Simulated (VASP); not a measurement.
# CuI (R-3m) in VASP: further runs

The runs below take CuI through single point, with LDA.

Program: VASP 6.6.1. These are calculated values, not measurements. Logs are shortened: lines on timing, memory, paths and dates and some standing lists are left out, and cuts for length are marked.

## 1. The cell of the first run

It takes space group R-3m (No. 166, trigonal). Conventional cell: a = 4.030 Å, b = 4.030 Å, c = 21.766 Å, α = 90.00°, β = 90.00°, γ = 120.00°. Cu (site symmetry 3m) has 4 I at 2.46 to 2.81 Å and 3 Cu at 2.84 Å within 3.3 Å. Within 3.7 Å of I (site symmetry -3m) lie 2 Cu at 2.81 Å. I (site symmetry -3m) has 6 Cu at 2.46 Å within 3.3 Å.

## 2. Single point, LDA

Contents of INCAR:

```
  ALGO = Normal
  EDIFF = 1E-6
  ENCUT = 520
  ISIF = 2
  ISMEAR = 0
  LASPH = True
  LCHARG = False
  LREAL = False
  LWAVE = False
  NBANDS = 26
  NELM = 80
  PREC = Accurate
  SIGMA = 0.02
```

Contents of KPOINTS:

```
k-points
0
Gamma
  6 6 6
```

Contents of POSCAR:

```
CuI
1.0
    2.0151750000      1.1634616500      7.2554649803
   -2.0151750000      1.1634616500      7.2554649803
    0.0000000000     -2.3269233000      7.2554649803
Cu I
2 2
Direct
    0.1293000000      0.1293000000      0.1293000000
    0.8707000000      0.8707000000      0.8707000000
    0.0000000000      0.0000000000      0.0000000000
    0.5000000000      0.5000000000      0.5000000000
```

Potentials or basis: VASP PAW LDA potentials, release 64 (Cu, I).

Run with:

```sh
$ cat potpaw_LDA.64/Cu/POTCAR potpaw_LDA.64/I/POTCAR > POTCAR
$ mpirun -np 1 vasp_std > vasp.out
```

OUTCAR:

```text
EDIFF = 1E-6
   ENCUT = 520
   ISIF = 2
   ISMEAR = 0
   LASPH = True
   LREAL = False
   NELM = 80
   PREC = Accurate

 ion  position               nearest neighbor table
   1  0.129  0.129  0.129-   4 2.46   4 2.46   4 2.46   3 2.81
   2  0.871  0.871  0.871-   4 2.46   4 2.46   4 2.46   3 2.81
   3  0.000  0.000  0.000-   1 2.81   2 2.81
   4  0.500  0.500  0.500-   1 2.46   2 2.46   1 2.46   1 2.46   2 2.46   2 2.46

  LATTYP: Found a trigonal (rhomboedric) cell.
 ALAT       =     7.6194714628
 COS(alpha) =     0.8601038266

  Lattice vectors:

 A1 = (   2.0151750000,   1.1634616500,   7.2554649803)
 A2 = (  -2.0151750000,   1.1634616500,   7.2554649803)
 A3 = (   0.0000000000,  -2.3269233000,   7.2554649803)

Analysis of symmetry for initial positions (statically):
=====================================================================
 Subroutine PRICEL returns:
 Original cell was already a primitive cell.

 Routine SETGRP: Setting up the symmetry group for a
 trigonal (rhombohedral) supercell.

 Subroutine GETGRP returns: Found 12 space group operations
 (whereof 12 operations were pure point group operations)
 out of a pool of 12 trial point group operations.

The static configuration has the point symmetry D_3d.

Analysis of symmetry for dynamics (positions and initial velocities):
=====================================================================
 Subroutine PRICEL returns:
 Original cell was already a primitive cell.

 Routine SETGRP: Setting up the symmetry group for a
 trigonal (rhombohedral) supercell.

 Subroutine GETGRP returns: Found 12 space group operations
 (whereof 12 operations were pure point group operations)
 out of a pool of 12 trial point group operations.

The dynamic configuration has the point symmetry D_3d.

 Subroutine INISYM returns: Found 12 space group operations
 (whereof 12 operations are pure point group operations),
 and found     1 'primitive' translations

----------------------------------------------------------------------------------------

                                     Primitive cell

  volume of cell :     102.0661

  direct lattice vectors                    reciprocal lattice vectors
     2.015175000  1.163461650  7.255464980     0.248117409  0.143250675  0.045942381
    -2.015175000  1.163461650  7.255464980    -0.248117409  0.143250675  0.045942381
     0.000000000 -2.326923300  7.255464980     0.000000000 -0.286501350  0.045942381

  length of vectors
     7.619471463  7.619471463  7.619471381     0.290161519  0.290161519  0.290161551

  position of ions in fractional coordinates (direct lattice)
     0.129300000  0.129300000  0.129300000
     0.870700000  0.870700000  0.870700000
     0.000000000  0.000000000  0.000000000
     0.500000000  0.500000000  0.500000000

  ion indices of the primitive-cell ions
   primitive index   ion index
                 1           1
                 2           2
                 3           3
                 4           4

----------------------------------------------------------------------------------------

 KPOINTS: k-points

Automatic generation of k-mesh.
 Grid dimensions read from file:
 generate k-points for:    6    6    6

 Generating k-lattice:

  Cartesian coordinates                     Fractional coordinates (reciprocal lattice)
     0.041352902  0.023875112  0.007657063     0.166666667  0.000000000  0.000000000
    -0.041352902  0.023875112  0.007657063     0.000000000  0.166666667  0.000000000
     0.000000000 -0.047750225  0.007657063     0.000000000  0.000000000  0.166666667

  Length of vectors
     0.048360253  0.048360253  0.048360259

  Shift w.r.t. Gamma in fractional coordinates (k-lattice)
     0.000000000  0.000000000  0.000000000

 Subroutine IBZKPT returns following result:
 ===========================================

 Found     32 irreducible k-points:

 Following reciprocal coordinates:
            Coordinates               Weight
  0.000000  0.000000  0.000000      1.000000
  0.166667  0.000000 -0.000000      6.000000
  0.333333  0.000000 -0.000000      6.000000
  0.500000  0.000000 -0.000000      3.000000
  0.166667  0.166667 -0.000000      6.000000
  0.333333  0.166667 -0.000000     12.000000
[... 16 lines left out ...]
  0.500000  0.500000  0.166667      6.000000
 -0.333333  0.500000  0.166667     12.000000
 [... further k-points ...]
   k-points           NKPTS =     32   k-points in BZ     NKDIM =     32   number of bands    NBANDS=     26
   number of dos      NEDOS =    301   number of ions     NIONS =      4
   total plane-waves  NPLWV = 216000
   dimension x,y,z NGX =    60 NGY =   60 NGZ =   60
   dimension x,y,z NGXF=   120 NGYF=  120 NGZF=  120
   ions per type =               2   2
   NGX,Y,Z   is equivalent  to a cutoff of  13.09, 13.09, 13.09 a.u.
   NGXF,Y,Z  is equivalent  to a cutoff of  26.18, 26.18, 26.18 a.u.
 SYSTEM =  unknown system
   PREC   = accura    normal or accurate (medium, high low for compatibility)
   ISTART =      0    job   : 0-new  1-cont  2-samecut
   ICHARG =      2    charge: 1-file 2-atom 10-const
   ISPIN  =      1    spin polarized calculation?
   LNONCOLLINEAR =      F non collinear calculations
   LSORBIT =      F    spin-orbit coupling
   LASPH  =      T    aspherical Exc in radial PAW
   ENCUT  =  520.0 eV  38.22 Ry    6.18 a.u.  14.17 14.17 14.17*2*pi/ulx,y,z
   NELM   =     80;   NELMIN=  2; NELMDL= -5     # of ELM steps
   EDIFF  = 0.1E-05   stopping-criterion for ELM
   LREAL  =      F    real-space projection
   EDIFFG = 0.1E-04   stopping-criterion for IOM
   NSW    =      0    number of steps for IOM
   IBRION =     -1    ionic relax: 0-MD 1-quasi-New 2-CG
   NFREE  =      0    steps in history (QN), initial steepest desc. (CG)
   ISIF   =      2    stress and relaxation
   ISYM   =      2    0-nonsym 1-usesym 2-fastsym
   POTIM  = 0.5000    time-step for ionic-motion
   TEBEG  =    0.0;   TEEND  =   0.0 temperature during run
   PSTRESS=    0.0 pullay stress
   NELECT =      36.0000    total number of electrons
   NUPDOWN=      -1.0000    fix difference up-down
   EMIN   =  10.00;   EMAX   =-10.00  energy-range for DOS
   EFERMI =   0.00;   METHOD = LEGACY
   ISMEAR =     0;   SIGMA  =   0.02  broadening in eV -4-tet -1-fermi 0-gaus
   EFERMI_NEDOS =   21; number of points for ismear=-14 and -15
   IALGO  =     38    algorithm
   IMIX   =      4    mixing-type and parameters
     AMIX     =   0.40;   BMIX     =  1.00
     AMIX_MAG =   1.60;   BMIX_MAG =  1.00
  volume/ion in A,a.u.               =      25.52       172.19
  Fermi-wavevector in a.u.,A,eV,Ry     =   1.156685  2.185818 18.203519  1.337921
  Thomas-Fermi vector in A             =   2.293303
   LORBIT       =      0    0 simple, 1 ext, 2 COOP (PROOUT), +10 PAW based schemes
   GGA     = CA    functional components
   LHFCALC =     F    Hartree Fock is set to
   AEXX    =    0.0000 exact exchange contribution
   IVDW    =     0    specifies the selected vdW correction
   LEPSILON=     F    determine dielectric tensor
   LRPA    =     F    only Hartree local field effects (RPA)
 non-spin polarized calculation
 Gauss-broadening in eV      SIGMA  =   0.02
  energy-cutoff  :      520.00
  volume of cell :      102.07
 maximum number of plane-waves:      2775
 NGX is ok and might be reduce to    60

 number of electron      36.0000009 magnetization

 Free energy of the ion-electron system (eV)
  ---------------------------------------------------
  ext. energy  EPLUGINS =         0.00000000
  ---------------------------------------------------
  free energy    TOTEN  =       -12.09761760 eV

  energy without entropy =      -12.09731462  energy(sigma->0) =      -12.09746611

 E-fermi :   5.2341     XC(G=0):  -9.6801

 val. band max:        5.2301444272   @ k =   0.3333   0.3333   0.3333
 cond. band min:       5.2761447710   @ k =   0.5000   0.5000   0.5000
 fundamental gap:      0.0460003438
 Fermi energy:         5.2340764848

 k-point     1 :       0.0000    0.0000    0.0000
  band No.  band energies     occupation
      1     -11.2691      2.00000
      2      -6.9500      2.00000
      3      -1.6540      2.00000
      4      -1.5600      2.00000
      5      -1.5600      2.00000
      6       0.8691      2.00000
[... 18 lines left out ...]
     25      11.6726      0.00000
     26      13.1195      0.00000

 k-point     2 :       0.1667    0.0000   -0.0000
  band No.  band energies     occupation
      1     -11.1050      2.00000
      2      -6.8460      2.00000
      3      -2.1116      2.00000
      4      -1.5548      2.00000
      5      -1.4090      2.00000
      6       0.8105      2.00000
[... 18 lines left out ...]
     25      12.5456      0.00000
     26      12.6796      0.00000

 k-point     3 :       0.3333    0.0000   -0.0000
  band No.  band energies     occupation
      1     -10.7335      2.00000
      2      -6.6252      2.00000
      3      -3.1582      2.00000
      4      -1.5444      2.00000
      5      -0.7980      2.00000
      6       0.7896      2.00000
[... 18 lines left out ...]
     25      11.8874      0.00000
     26      12.3834      0.00000

 k-point     4 :       0.5000    0.0000   -0.0000
  band No.  band energies     occupation
      1     -10.5187      2.00000
      2      -6.5100      2.00000
      3      -3.6671      2.00000
      4      -1.5391      2.00000
      5      -0.3621      2.00000
      6       0.7143      2.00000
[... 18 lines left out ...]
     25      12.0135      0.00000
     26      13.3666      0.00000
[... 496 lines left out ...]
      1     -10.5254      2.00000
      2      -6.4967      2.00000
      3      -3.4002      2.00000
      4      -2.0326      2.00000
      5      -0.4486      2.00000
      6       0.8354      2.00000
[... 18 lines left out ...]
     25      12.3078      0.00000
     26      13.1417      0.00000

 k-point    23 :       0.5000    0.5000    0.1667
  band No.  band energies     occupation
      1     -10.7321      2.00000
      2      -6.6261      2.00000
      3      -3.2216      2.00000
      4      -1.5447      2.00000
      5      -0.7397      2.00000
      6       0.8713      2.00000
[... 18 lines left out ...]
     25      12.3306      0.00000
     26      12.4166      0.00000

 k-point    24 :      -0.3333    0.5000    0.1667
  band No.  band energies     occupation
      1     -10.5246      2.00000
      2      -6.4953      2.00000
      3      -3.4367      2.00000
      4      -2.0170      2.00000
      5      -0.4554      2.00000
      6       0.8897      2.00000
[... 18 lines left out ...]
     25      12.6921      0.00000
     26      13.6660      0.00000

 [... further k-points ...]
[... 5 lines left out ...]
  --------------------------------------------------------------------------------------
  -------------------------------------------------------------------------------------
  Total        5.6859974      5.6859956     -5.3873695      0.0000000      0.0000000      0.0000000
  in kB       89.2556868     89.2556593    -84.5679898      0.0000000      0.0000000      0.0000000
  external PRESSURE =      31.3144521 kB  Pullay stress =       0.0000000 kB

 VOLUME and BASIS-vectors are now :
 -----------------------------------------------------------------------------
  energy-cutoff  :      520.00
  volume of cell :      102.07
      direct lattice vectors                 reciprocal lattice vectors
     2.015175000  1.163461650  7.255464980     0.248117409  0.143250675  0.045942381
    -2.015175000  1.163461650  7.255464980    -0.248117409  0.143250675  0.045942381
     0.000000000 -2.326923300  7.255464980     0.000000000 -0.286501350  0.045942381

 POSITION                                       TOTAL-FORCE (eV/Angst)
 -----------------------------------------------------------------------------------
      0.00000      0.00000      2.81439        -0.000000      0.000000     -1.425403
      0.00000      0.00000     18.95200        -0.000000      0.000000      1.425403
      0.00000      0.00000      0.00000         0.000000      0.000000     -0.000000
      0.00000      0.00000     10.88320        -0.000000      0.000000      0.000000
 -----------------------------------------------------------------------------------
    total drift:                                0.000000      0.000000      0.000000

  FREE ENERGIE OF THE ION-ELECTRON SYSTEM (eV)
  ---------------------------------------------------
  free  energy   TOTEN  =       -12.0976175966 eV

  energy  without entropy=      -12.0973146160  energy(sigma->0) =      -12.09746611
```

Wall time 8.4 min (1 thread of Intel Xeon 8259CL, shared host); peak memory 0.4 GiB.

What came out:

| Item | Value |
| --- | --- |
| Free energy | -12.0976 eV |
| Pressure | 3.1 GPa |
| Largest force | 1.425 eV/Å |
| Band gap on the k mesh | zero (bands 18 and 19 overlap by 0.34 eV) |

Forces on the atoms (eV/Å):
```
Cu   0.000  0.000 -1.425
Cu   0.000  0.000  1.425
I    0.000  0.000  0.000
I    0.000  0.000  0.000
```

Stress tensor (GPa, compression positive):
```
 8.93  0.00  0.00
 0.00  8.93  0.00
 0.00  0.00 -8.46
```

Caveat: the cell stands under pressure; spin-orbit coupling is left out, which moves the levels of the heavy elements; forces of over 1 eV/Å act on the atoms, so gaps and moduli don't describe the material at rest.

## 3. Single point, LDA

This run uses another cell than the first one, of the same volume but with other edges.

Contents of INCAR:

```
ALGO = Normal
EDIFF = 1E-6
ENCUT = 520
GGA = CA
ISIF = 2
ISMEAR = 0
LASPH = True
LCHARG = True
LELF = True
LREAL = False
LVHAR = True
LWAVE = False
NBANDS = 26
NELM = 60
PREC = Accurate
SIGMA = 0.02
```

KPOINTS is that of step 2.

Contents of POSCAR:

```
CuI
1.0
    2.0463375000      1.1814533250      7.0361689299
   -2.0463375000      1.1814533250      7.0361689299
    0.0000000000     -2.3629066500      7.0361689299
Cu I
2 2
Direct
    0.1293000000      0.1293000000      0.1293000000
    0.8707000000      0.8707000000      0.8707000000
    0.0000000000      0.0000000000      0.0000000000
    0.5000000000      0.5000000000      0.5000000000
```

Potentials or basis: VASP PAW LDA potentials, release 64 (Cu, I).

Run with:

```sh
$ cat potpaw_LDA.64/Cu/POTCAR potpaw_LDA.64/I/POTCAR > POTCAR
$ mpirun -np 1 vasp_std > vasp.out
```

Wall time 7.2 min (1 thread of Intel Xeon 8259CL, shared host); peak memory 0.36 GiB.

The run converged. Its results:

```
Free energy            : -12.4046 eV
Pressure               : 2.1 GPa
Largest force          : 1.181 eV/Å
Band gap on the k mesh : zero (bands 18 and 19 overlap by 0.08 eV)
```

Forces on the atoms (eV/Å):
```
Cu   0.000  0.000 -1.181
Cu   0.000  0.000  1.181
I    0.000  0.000  0.000
I    0.000  0.000  0.000
```

Stress tensor (GPa, compression positive):
```
 6.79  0.00  0.00
 0.00  6.79  0.00
 0.00  0.00 -7.25
```

Levels at points of the mesh, in eV from the Fermi level:
```
           k point  band 14  band 15  band 16  band 17  band 18  band 19  band 20  band 21  band 22  band 23
(0.00, 0.00, 0.00)    -1.09    -1.09    -0.79    -0.51     0.08     0.08     2.65     2.65     3.14     5.83
(0.50, 0.00, 0.00)    -3.02    -2.38    -2.35    -2.29    -0.66     0.92     3.73     4.32     5.07     5.81
(0.50, 0.50, 0.00)    -2.88    -2.50    -2.24    -1.25    -0.46     0.00     1.59     4.63     5.02     6.28
(0.50, 0.50, 0.50)    -2.23    -1.01    -1.01    -0.19    -0.19     0.06     3.00     3.00     4.22     5.26
```

Caveat: spin-orbit coupling is left out, which moves the levels of the heavy elements; forces of over 1 eV/Å act on the atoms, so gaps and moduli don't describe the material at rest.

(Part 1 of 2 ends here.)
